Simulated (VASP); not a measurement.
YBe: single point with PBE

Crystal: YBe.

```xyz
4
Lattice="3.1354 0.0000 0.0000 0.0000 3.1354 0.0000 0.0000 0.0000 8.0006" Properties=species:S:1:pos:R:3 pbc="T T T"
Y     1.5677    0.0000    5.4721
Y     0.0000    1.5677    2.5284
Be    1.5677    0.0000    0.4598
Be    0.0000    1.5677    7.5407
```

| Property | Result |
| --- | --- |
| Program | VASP 6.6.1 |
| Task | single point |
| Functional | PBE |
| Potentials or basis | VASP PAW PBE potentials, release 64 (Y_sv, Be) |
| Cutoff | 520 eV |
| k mesh | 14 × 14 × 6 |
| Occupations | gaussian, width 0.1 eV |
| Spin | no spin polarisation |
| Dipole correction | no |
| Further INCAR settings | ALGO = Fast; EDIFF = 1e-06; NBANDS = 21 |

```
Pressure               : -0.1 GPa
Largest force          : 0.012 eV/Å
Band gap on the k mesh : zero (bands 13 and 14 overlap by 1.54 eV)
```

Forces on the atoms (eV/Å):
```
Y    0.000  0.000 -0.012
Y    0.000  0.000  0.012
Be   0.000  0.000  0.003
Be   0.000  0.000 -0.003
```

Levels at points of the mesh, in eV from the Fermi level:
```csv
k point,band 11,band 12,band 13,band 14,band 15,band 16
"(0.00, 0.00, 0.00)",-3.18,-0.42,-0.29,0.18,0.67,2.55
"(0.50, 0.00, 0.00)",-1.65,-1.65,0.36,0.36,0.71,0.71
"(0.50, 0.50, 0.00)",-2.25,-2.25,0.92,0.92,1.05,1.05
"(0.00, 0.00, 0.50)",-2.17,-0.50,-0.39,0.14,1.04,2.83
"(0.50, 0.00, 0.50)",-0.82,-0.82,-0.50,-0.50,0.72,0.72
"(0.50, 0.50, 0.50)",-2.15,-2.15,-0.18,-0.18,0.49,0.49
```

Wall time 4.2 min on 1 thread of Intel(R) Xeon(R) Platinum 8559C (Emerald Rapids), with other jobs on the host, peak memory 0.37 GiB.
